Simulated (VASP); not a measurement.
A run of VASP 6.6.1:

File INCAR:

```
SYSTEM = Sn
PREC = Accurate
ENCUT = 520
EDIFF = 1E-6
ISMEAR = -1
SIGMA = 0.05
LREAL = .FALSE.
LASPH = .TRUE.
NELM = 80
ALGO = Normal
ISIF = 2
LWAVE = .FALSE.
LCHARG = .FALSE.
GGA = B5
ALDAX = 1.0
AGGAX = 1.0
AGGAC = 1.0
ALDAC = 0.0
IVDW = 12
VDW_S6 = 1.0
VDW_S8 = 2.6996
VDW_A1 = 0.4298
VDW_A2 = 4.2359
NBANDS = 21
```

KPOINTS

```
Automatic mesh
0
G
  7 7 7
  0 0 0
```

POSCAR

```
Sn
1.0
    0.0000000000      3.2974230895      3.2974230895
    3.2974230895      0.0000000000      3.2974230895
    3.2974230895      3.2974230895      0.0000000000
Sn
2
Direct
    0.7500000000      0.7500000000      0.7500000000
    0.5000000000      0.5000000000      0.5000000000
```

Potentials or basis: VASP PAW PBE potentials, release 64 (Sn_d).

The run is started by

```sh
$ cat potpaw_PBE.64/Sn_d/POTCAR > POTCAR
$ mpirun -np 1 vasp_std > vasp.out
```

Hardware: 1 thread of Intel(R) Xeon(R) 6975P-C (Granite Rapids), with other jobs on the host.

Q: How long does it take, and how much memory?

A: It took 20 s on 1 thread of Intel(R) Xeon(R) 6975P-C (Granite Rapids) (shared host), peak memory 0.2 GiB. Counts: scf iterations 12, k points 20.
